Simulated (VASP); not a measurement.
# BaZrO3 (Pm-3m) in VASP: notebook

Runs on BaZrO3. Level: r2SCAN. Tasks: single point.

Everything below comes from runs of VASP 6.6.1. Logs are shortened: lines on timing, memory, paths and dates and some standing lists are left out, and cuts for length are marked.

### Step 1. The cell of the first run

It takes space group Pm-3m (No. 221, cubic). Conventional cell: a = 4.120 Å, b = 4.120 Å, c = 4.120 Å, α = 90.00°, β = 90.00°, γ = 90.00°. Ba (site symmetry m-3m) has 12 O at 2.91 Å and 8 Zr at 3.57 Å within 3.8 Å. Zr (site symmetry m-3m) has 6 O at 2.06 Å within 2.7 Å. O (site symmetry 4/mmm) has 2 Zr at 2.06 Å within 2.7 Å.

### Step 2. Single point, r2SCAN (13.98 Å³/atom)

POSCAR

```
BaZrO3
1.0
    4.1195041957      0.0000000000      0.0000000000
    0.0000000000      4.1195041957      0.0000000000
    0.0000000000      0.0000000000      4.1195041957
Ba Zr O
1 1 3
Direct
    0.0000000000      0.0000000000      0.0000000000
    0.5000000000      0.5000000000      0.5000000000
    0.0000000000      0.5000000000      0.5000000000
    0.5000000000      0.0000000000      0.5000000000
    0.5000000000      0.5000000000      0.0000000000
```

INCAR.step1

```
SYSTEM = BaZrO3
ALGO = Normal ; EDIFF = 1E-4
ENCUT = 520 ; GGA = PE
ISMEAR = 0 ; LASPH = .True.
LCHARG = .False. ; LREAL = .False.
LWAVE = .True. ; NBANDS = 28
NELM = 100 ; PREC = Accurate
SIGMA = 0.01
```

INCAR.step2

```
SYSTEM = BaZrO3
ALGO = Normal ; EDIFF = 1E-6
ENCUT = 520 ; ISIF = 2
ISMEAR = 0 ; ISTART = 1
LASPH = .True. ; LCHARG = .False.
LMIXTAU = .True. ; LREAL = .False.
LWAVE = .False. ; METAGGA = R2SCAN
NBANDS = 28 ; NELM = 100
PREC = Accurate ; SIGMA = 0.01
```

KPOINTS

```
k-points
0
Gamma
  6 6 6
  0 0 0
```

Potentials or basis: VASP PAW PBE potentials, release 64 (Ba_sv, Zr_sv, O).

Command:

```sh
> cat potpaw_PBE.64/Ba_sv/POTCAR potpaw_PBE.64/Zr_sv/POTCAR potpaw_PBE.64/O/POTCAR > POTCAR
> cp INCAR.step1 INCAR
> mpirun -np 1 vasp_std > vasp.out
> cp INCAR.step2 INCAR
> mpirun -np 1 vasp_std > vasp.out
```

OUTCAR:

```text
SYSTEM = BaZrO3
   EDIFF = 1E-6
   ENCUT = 520
   ISIF = 2
   ISMEAR = 0
   ISTART = 1
   LASPH = .True.
   LREAL = .False.
   METAGGA = R2SCAN
   NELM = 100
   PREC = Accurate

 ion  position               nearest neighbor table
   1  0.000  0.000  0.000-   3 2.91   4 2.91   5 2.91   3 2.91   4 2.91   3 2.91   5 2.91   3 2.91
                             4 2.91   5 2.91   4 2.91   5 2.91   2 3.57   2 3.57   2 3.57   2 3.57
   2  0.500  0.500  0.500-   3 2.06   4 2.06   5 2.06   5 2.06   4 2.06   3 2.06   1 3.57   1 3.57
                             1 3.57   1 3.57   1 3.57   1 3.57   1 3.57   1 3.57
   3  0.000  0.500  0.500-   2 2.06   2 2.06   1 2.91   1 2.91   1 2.91   1 2.91
   4  0.500  0.000  0.500-   2 2.06   2 2.06   1 2.91   1 2.91   1 2.91   1 2.91
   5  0.500  0.500  0.000-   2 2.06   2 2.06   1 2.91   1 2.91   1 2.91   1 2.91

  LATTYP: Found a simple cubic cell.
 ALAT       =     4.1195041957

  Lattice vectors:

 A1 = (   4.1195041957,   0.0000000000,   0.0000000000)
 A2 = (   0.0000000000,   4.1195041957,   0.0000000000)
 A3 = (   0.0000000000,   0.0000000000,   4.1195041957)

Analysis of symmetry for initial positions (statically):
=====================================================================
 Subroutine PRICEL returns:
 Original cell was already a primitive cell.

 Routine SETGRP: Setting up the symmetry group for a
 simple cubic supercell.

 Subroutine GETGRP returns: Found 48 space group operations
 (whereof 48 operations were pure point group operations)
 out of a pool of 48 trial point group operations.

The static configuration has the point symmetry O_h .

Analysis of symmetry for dynamics (positions and initial velocities):
=====================================================================
 Subroutine PRICEL returns:
 Original cell was already a primitive cell.

 Routine SETGRP: Setting up the symmetry group for a
 simple cubic supercell.

 Subroutine GETGRP returns: Found 48 space group operations
 (whereof 48 operations were pure point group operations)
 out of a pool of 48 trial point group operations.

The dynamic configuration has the point symmetry O_h .

 Subroutine INISYM returns: Found 48 space group operations
 (whereof 48 operations are pure point group operations),
 and found     1 'primitive' translations

----------------------------------------------------------------------------------------

                                     Primitive cell

  volume of cell :      69.9093

  direct lattice vectors                    reciprocal lattice vectors
     4.119504196  0.000000000  0.000000000     0.242747659  0.000000000  0.000000000
     0.000000000  4.119504196  0.000000000     0.000000000  0.242747659  0.000000000
     0.000000000  0.000000000  4.119504196     0.000000000  0.000000000  0.242747659

  length of vectors
     4.119504196  4.119504196  4.119504196     0.242747659  0.242747659  0.242747659

  position of ions in fractional coordinates (direct lattice)
     0.000000000  0.000000000  0.000000000
     0.500000000  0.500000000  0.500000000
     0.000000000  0.500000000  0.500000000
     0.500000000  0.000000000  0.500000000
     0.500000000  0.500000000  0.000000000

  ion indices of the primitive-cell ions
   primitive index   ion index
                 1           1
                 2           2
                 3           3
                 4           4
                 5           5

----------------------------------------------------------------------------------------

 KPOINTS: k-points

Automatic generation of k-mesh.
 Grid dimensions read from file:
 generate k-points for:    6    6    6

 Generating k-lattice:

  Cartesian coordinates                     Fractional coordinates (reciprocal lattice)
     0.040457943  0.000000000  0.000000000     0.166666667  0.000000000  0.000000000
     0.000000000  0.040457943  0.000000000     0.000000000  0.166666667  0.000000000
     0.000000000  0.000000000  0.040457943     0.000000000  0.000000000  0.166666667

  Length of vectors
     0.040457943  0.040457943  0.040457943

  Shift w.r.t. Gamma in fractional coordinates (k-lattice)
     0.000000000  0.000000000  0.000000000

 Subroutine IBZKPT returns following result:
 ===========================================

 Found     20 irreducible k-points:

 Following reciprocal coordinates:
            Coordinates               Weight
  0.000000  0.000000  0.000000      1.000000
  0.166667  0.000000  0.000000      6.000000
  0.333333  0.000000  0.000000      6.000000
  0.500000  0.000000  0.000000      3.000000
  0.166667  0.166667  0.000000     12.000000
  0.333333  0.166667  0.000000     24.000000
[... 12 lines left out ...]
  0.500000  0.500000  0.333333      6.000000
  0.500000  0.500000  0.500000      1.000000
   k-points           NKPTS =     20   k-points in BZ     NKDIM =     20   number of bands    NBANDS=     28
   number of dos      NEDOS =    301   number of ions     NIONS =      5
   total plane-waves  NPLWV =  32768
   dimension x,y,z NGX =    32 NGY =   32 NGZ =   32
   dimension x,y,z NGXF=    64 NGYF=   64 NGZF=   64
   ions per type =               1   1   3
   NGX,Y,Z   is equivalent  to a cutoff of  12.91, 12.91, 12.91 a.u.
   NGXF,Y,Z  is equivalent  to a cutoff of  25.83, 25.83, 25.83 a.u.
 SYSTEM =  BaZrO3
   PREC   = accura    normal or accurate (medium, high low for compatibility)
   ISTART =      1    job   : 0-new  1-cont  2-samecut
   ICHARG =      0    charge: 1-file 2-atom 10-const
   ISPIN  =      1    spin polarized calculation?
   LNONCOLLINEAR =      F non collinear calculations
   LSORBIT =      F    spin-orbit coupling
   LASPH  =      T    aspherical Exc in radial PAW
   ENCUT  =  520.0 eV  38.22 Ry    6.18 a.u.   7.66  7.66  7.66*2*pi/ulx,y,z
   NELM   =    100;   NELMIN=  2; NELMDL=  0     # of ELM steps
   EDIFF  = 0.1E-05   stopping-criterion for ELM
   LREAL  =      F    real-space projection
   EDIFFG = 0.1E-04   stopping-criterion for IOM
   NSW    =      0    number of steps for IOM
   IBRION =     -1    ionic relax: 0-MD 1-quasi-New 2-CG
   NFREE  =      0    steps in history (QN), initial steepest desc. (CG)
   ISIF   =      2    stress and relaxation
   ISYM   =      2    0-nonsym 1-usesym 2-fastsym
   POTIM  = 0.5000    time-step for ionic-motion
   TEBEG  =    0.0;   TEEND  =   0.0 temperature during run
   PSTRESS=    0.0 pullay stress
   NELECT =      40.0000    total number of electrons
   NUPDOWN=      -1.0000    fix difference up-down
   EMIN   =  10.00;   EMAX   =-10.00  energy-range for DOS
   EFERMI =   0.00;   METHOD = LEGACY
   ISMEAR =     0;   SIGMA  =   0.01  broadening in eV -4-tet -1-fermi 0-gaus
   EFERMI_NEDOS =   21; number of points for ismear=-14 and -15
   IALGO  =     38    algorithm
   IMIX   =      4    mixing-type and parameters
     AMIX     =   0.40;   BMIX     =  1.00
     AMIX_MAG =   1.60;   BMIX_MAG =  1.00
  volume/ion in A,a.u.               =      13.98        94.35
  Fermi-wavevector in a.u.,A,eV,Ry     =   1.359095  2.568318 25.131862  1.847140
  Thomas-Fermi vector in A             =   2.485872
   LORBIT       =      0    0 simple, 1 ext, 2 COOP (PROOUT), +10 PAW based schemes
   METAGGA = R2SCAN    functional components
   LHFCALC =     F    Hartree Fock is set to
   AEXX    =    0.0000 exact exchange contribution
   IVDW    =     0    specifies the selected vdW correction
   LEPSILON=     F    determine dielectric tensor
   LRPA    =     F    only Hartree local field effects (RPA)
 non-spin polarized calculation
 Gauss-broadening in eV      SIGMA  =   0.01
  energy-cutoff  :      520.00
  volume of cell :       69.91
 maximum number of plane-waves:      1924
 NGX is ok and might be reduce to    32
   NGX = 15   NGY = 15   NGZ = 15

 number of electron      40.0000022 magnetization

 Free energy of the ion-electron system (eV)
  ---------------------------------------------------
  ext. energy  EPLUGINS =         0.00000000
  ---------------------------------------------------
  free energy    TOTEN  =       -84.91680083 eV

  energy without entropy =      -84.91680083  energy(sigma->0) =      -84.91680083

 E-fermi :   4.0318     XC(G=0): -11.6759

 val. band max:        3.8621923757   @ k =   0.5000   0.5000   0.5000
 cond. band min:       7.6879851398   @ k =   0.0000   0.0000   0.0000
 fundamental gap:      3.8257927641
 Fermi energy:         4.0318265406

 k-point     1 :       0.0000    0.0000    0.0000
  band No.  band energies     occupation
      1     -44.3048      2.00000
      2     -21.9806      2.00000
      3     -21.8265      2.00000
      4     -21.8265      2.00000
      5     -21.8265      2.00000
      6     -13.5601      2.00000
[... 20 lines left out ...]
     27      12.4217      0.00000
     28      12.4217      0.00000

 k-point     2 :       0.1667    0.0000    0.0000
  band No.  band energies     occupation
      1     -44.3035      2.00000
      2     -22.0949      2.00000
      3     -21.8241      2.00000
      4     -21.8241      2.00000
      5     -21.7864      2.00000
      6     -13.5896      2.00000
[... 20 lines left out ...]
     27      12.4249      0.00000
     28      12.9930      0.00000

 k-point     3 :       0.3333    0.0000    0.0000
  band No.  band energies     occupation
      1     -44.3009      2.00000
      2     -22.2831      2.00000
      3     -21.8194      2.00000
      4     -21.8194      2.00000
      5     -21.7352      2.00000
      6     -13.7296      2.00000
[... 20 lines left out ...]
     27      12.4269      0.00000
     28      13.1222      0.00000

 k-point     4 :       0.5000    0.0000    0.0000
  band No.  band energies     occupation
      1     -44.2996      2.00000
      2     -22.3690      2.00000
      3     -21.8171      2.00000
      4     -21.8171      2.00000
      5     -21.7129      2.00000
      6     -13.8024      2.00000
[... 20 lines left out ...]
     27      12.4217      0.00000
     28      13.4189      0.00000

 k-point     5 :       0.1667    0.1667    0.0000
  band No.  band energies     occupation
      1     -44.3022      2.00000
      2     -22.1183      2.00000
      3     -21.9221      2.00000
      4     -21.8218      2.00000
      5     -21.7410      2.00000
      6     -13.5441      2.00000
[... 20 lines left out ...]
     27      12.9145      0.00000
     28      12.9444      0.00000

 k-point     6 :       0.3333    0.1667    0.0000
  band No.  band energies     occupation
      1     -44.2997      2.00000
      2     -22.2524      2.00000
      3     -21.9362      2.00000
      4     -21.8172      2.00000
      5     -21.7333      2.00000
      6     -13.6077      2.00000
[... 339 lines left out ...]
      5     -21.7967      2.00000
      6     -12.6510      2.00000
[... 20 lines left out ...]
     27      13.0758      0.00000
     28      13.0758      0.00000

 k-point    18 :       0.5000    0.3333    0.3333
  band No.  band energies     occupation
      1     -44.2920      2.00000
      2     -22.1955      2.00000
      3     -22.0932      2.00000
      4     -22.0901      2.00000
      5     -21.8125      2.00000
      6     -12.5971      2.00000
[... 20 lines left out ...]
     27      13.0514      0.00000
     28      13.7673      0.00000

 k-point    19 :       0.5000    0.5000    0.3333
  band No.  band energies     occupation
      1     -44.2907      2.00000
      2     -22.1780      2.00000
      3     -22.1780      2.00000
      4     -22.0886      2.00000
      5     -21.8160      2.00000
      6     -12.5038      2.00000
[... 20 lines left out ...]
     27      13.3269      0.00000
     28      14.0965      0.00000

 k-point    20 :       0.5000    0.5000    0.5000
  band No.  band energies     occupation
      1     -44.2894      2.00000
      2     -22.1746      2.00000
      3     -22.1746      2.00000
      4     -22.1746      2.00000
      5     -21.8043      2.00000
      6     -12.1494      2.00000
[... 20 lines left out ...]
     27      13.9589      0.00000
     28      13.9589      0.00000

------------------------ aborting loop because EDIFF is reached ----------------------------------------

  FORCE on cell =-STRESS in cart. coord.  units (eV):
  Direction    XX          YY          ZZ          XY          YZ          ZX
  --------------------------------------------------------------------------------------
  -------------------------------------------------------------------------------------
  Total        5.6111526      5.6111526      5.6111526      0.0000000     -0.0000000      0.0000000
  in kB      128.5961043    128.5961043    128.5961043      0.0000000     -0.0000000      0.0000000
  external PRESSURE =     128.5961043 kB  Pullay stress =       0.0000000 kB

 VOLUME and BASIS-vectors are now :
 -----------------------------------------------------------------------------
  energy-cutoff  :      520.00
  volume of cell :       69.91
      direct lattice vectors                 reciprocal lattice vectors
     4.119504196  0.000000000  0.000000000     0.242747659  0.000000000  0.000000000
     0.000000000  4.119504196  0.000000000     0.000000000  0.242747659  0.000000000
     0.000000000  0.000000000  4.119504196     0.000000000  0.000000000  0.242747659

 POSITION                                       TOTAL-FORCE (eV/Angst)
 -----------------------------------------------------------------------------------
      0.00000      0.00000      0.00000         0.000000      0.000000      0.000000
      2.05975      2.05975      2.05975         0.000000      0.000000      0.000000
      0.00000      2.05975      2.05975         0.000000      0.000000      0.000000
      2.05975      0.00000      2.05975         0.000000      0.000000      0.000000
      2.05975      2.05975      0.00000         0.000000      0.000000      0.000000
 -----------------------------------------------------------------------------------
    total drift:                                0.000000     -0.000000     -0.000000

  FREE ENERGIE OF THE ION-ELECTRON SYSTEM (eV)
  ---------------------------------------------------
  free  energy   TOTEN  =       -84.9168008274 eV

  energy  without entropy=      -84.9168008274  energy(sigma->0) =      -84.91680083
```

Run time: 2.5 min. Hardware: 1 thread of Intel Xeon 8259CL, shared host; peak memory 0.21 GiB.

Results:

- Free energy: -84.9168 eV
- Pressure: 12.9 GPa
- Band gap on the k mesh: 3.83 eV (least direct gap 4.00 eV)

Levels at points of the mesh, in eV from the valence-band top:
| k point | band 16 | band 17 | band 18 | band 19 | band 20 | band 21 | band 22 | band 23 | band 24 | band 25 |
| --- | --- | --- | --- | --- | --- | --- | --- | --- | --- | --- |
| (0.00, 0.00, 0.00) | -1.09 | -1.09 | -0.18 | -0.18 | -0.18 | 3.83 | 3.83 | 3.83 | 5.24 | 5.24 |
| (0.50, 0.00, 0.00) | -1.83 | -1.80 | -1.80 | -0.39 | -0.39 | 4.32 | 6.59 | 6.59 | 7.18 | 7.58 |
| (0.50, 0.50, 0.00) | -2.56 | -0.93 | -0.93 | -0.68 | -0.08 | 6.55 | 6.55 | 7.30 | 7.47 | 8.71 |
| (0.50, 0.50, 0.50) | -2.58 | -2.58 | 0.00 | 0.00 | 0.00 | 6.84 | 6.84 | 6.84 | 8.03 | 8.03 |

Caveat: the cell stands under pressure; the PAW data sets were made with another functional, which shifts forces and pressure a little; spin-orbit coupling is left out, which moves the levels of the heavy elements.

### Step 3. Single point, r2SCAN (14.43 Å³/atom)

This run uses another cell than the first one, of 14.43 Å³/atom.

POSCAR, as its differences from that of step 2:

```diff
@@ -2,5 +2,5 @@
 1.0
-    4.1195041957      0.0000000000      0.0000000000
-    0.0000000000      4.1195041957      0.0000000000
-    0.0000000000      0.0000000000      4.1195041957
+    4.1628705846      0.0000000000      0.0000000000
+    0.0000000000      4.1628705846      0.0000000000
+    0.0000000000      0.0000000000      4.1628705846
 Ba Zr O
```

INCAR.step1

```
SYSTEM = BaZrO3
  PREC = Accurate
  ENCUT = 520
  ISMEAR = 0
  SIGMA = 0.01
  LREAL = .FALSE.
  LASPH = .TRUE.
  NELM = 80
  NBANDS = 28
  GGA = PE
  ALGO = Normal
  EDIFF = 1E-4
  LWAVE = .TRUE.
  LCHARG = .FALSE.
```

INCAR.step2

```
SYSTEM = BaZrO3
  PREC = Accurate
  ENCUT = 520
  EDIFF = 1E-6
  ISMEAR = 0
  SIGMA = 0.01
  LREAL = .FALSE.
  LASPH = .TRUE.
  NELM = 80
  ALGO = Normal
  ISIF = 2
  LWAVE = .FALSE.
  LCHARG = .TRUE.
  METAGGA = R2SCAN
  LMIXTAU = .TRUE.
  LELF = .TRUE.
  LVHAR = .TRUE.
  NBANDS = 28
  ISTART = 1
```

KPOINTS

```
Automatic mesh
0
G
  6 6 6
  0 0 0
```

Potentials or basis: VASP PAW PBE potentials, release 64 (Ba_sv, Zr_sv, O).

Command:

```sh
> cat potpaw_PBE.64/Ba_sv/POTCAR potpaw_PBE.64/Zr_sv/POTCAR potpaw_PBE.64/O/POTCAR > POTCAR
> cp INCAR.step1 INCAR
> mpirun -np 1 vasp_std > vasp.out
> cp INCAR.step2 INCAR
> mpirun -np 1 vasp_std > vasp.out
```

Run time: 2.8 min. Hardware: 1 thread of Intel Xeon 8259CL, shared host; peak memory 0.21 GiB.

Results (log left out):

```
Free energy            : -85.0525 eV
Pressure               : 6.4 GPa
Band gap on the k mesh : 3.75 eV (least direct gap 3.97 eV)
```

Levels at points of the mesh, in eV from the valence-band top:
```
           k point  band 16  band 17  band 18  band 19  band 20  band 21  band 22  band 23  band 24  band 25
(0.00, 0.00, 0.00)    -1.04    -1.04    -0.22    -0.22    -0.22     3.75     3.75     3.75     5.20     5.20
(0.50, 0.00, 0.00)    -1.76    -1.76    -1.74    -0.45    -0.45     4.21     6.37     6.37     7.05     7.41
(0.50, 0.50, 0.00)    -2.45    -0.94    -0.94    -0.77    -0.08     6.34     6.34     7.12     7.27     8.45
(0.50, 0.50, 0.50)    -2.57    -2.57     0.00     0.00     0.00     6.71     6.71     6.71     7.74     7.74
```

Caveat: the cell stands under pressure; the PAW data sets were made with another functional, which shifts forces and pressure a little; spin-orbit coupling is left out, which moves the levels of the heavy elements. r2SCAN opens gaps a little over a GGA but as a rule still falls short of measured ones.

### Step 4. Single point, r2SCAN

This run uses another cell than the first one, of 14.87 Å³/atom.

POSCAR, as its differences from that of step 3:

```diff
@@ -2,5 +2,5 @@
 1.0
-    4.1628705846      0.0000000000      0.0000000000
-    0.0000000000      4.1628705846      0.0000000000
-    0.0000000000      0.0000000000      4.1628705846
+    4.2053517899      0.0000000000      0.0000000000
+    0.0000000000      4.2053517899      0.0000000000
+    0.0000000000      0.0000000000      4.2053517899
 Ba Zr O
```

INCAR.step1

```
PREC = Accurate
ENCUT = 520
ISMEAR = 0
SIGMA = 0.01
LREAL = False
LASPH = True
NELM = 60
NBANDS = 28
GGA = PE
ALGO = Normal
EDIFF = 1E-4
LWAVE = True
LCHARG = False
```

INCAR.step2

```
PREC = Accurate
ENCUT = 520
EDIFF = 1E-6
ISMEAR = 0
SIGMA = 0.01
LREAL = False
LASPH = True
NELM = 60
ALGO = Normal
ISIF = 2
LWAVE = False
LCHARG = True
METAGGA = R2SCAN
LMIXTAU = True
LELF = True
LVHAR = True
NBANDS = 28
ISTART = 1
```

KPOINTS

```
Automatic mesh
0
Gamma
  6 6 6
```

Command:

```sh
> cat potpaw_PBE.64/Ba_sv/POTCAR potpaw_PBE.64/Zr_sv/POTCAR potpaw_PBE.64/O/POTCAR > POTCAR
> cp INCAR.step1 INCAR
> mpirun -np 1 vasp_std > vasp.out
> cp INCAR.step2 INCAR
> mpirun -np 1 vasp_std > vasp.out
```

It took 2.2 min on 1 thread of Intel Xeon 8259CL, shared host; peak memory 0.21 GiB.

Results (log left out):

```yaml
Free_energy: -85.1057 eV
Pressure: 1.0 GPa
Band_gap_on_the_k_mesh: 3.68 eV (least direct gap 3.93 eV)
```

Levels at points of the mesh, in eV from the valence-band top:
| k point | band 16 | band 17 | band 18 | band 19 | band 20 | band 21 | band 22 | band 23 | band 24 | band 25 |
| --- | --- | --- | --- | --- | --- | --- | --- | --- | --- | --- |
| (0.00, 0.00, 0.00) | -1.00 | -1.00 | -0.26 | -0.26 | -0.26 | 3.68 | 3.68 | 3.68 | 5.15 | 5.15 |
| (0.50, 0.00, 0.00) | -1.71 | -1.71 | -1.66 | -0.50 | -0.50 | 4.11 | 6.16 | 6.16 | 6.93 | 7.25 |
| (0.50, 0.50, 0.00) | -2.36 | -0.94 | -0.94 | -0.85 | -0.07 | 6.13 | 6.13 | 6.93 | 7.08 | 8.22 |
| (0.50, 0.50, 0.50) | -2.55 | -2.55 | 0.00 | 0.00 | 0.00 | 6.58 | 6.58 | 6.58 | 7.46 | 7.46 |

Caveat: the PAW data sets were made with another functional, which shifts forces and pressure a little; spin-orbit coupling is left out, which moves the levels of the heavy elements. A k mesh can miss the band edges.

[end of part 1 of 2]
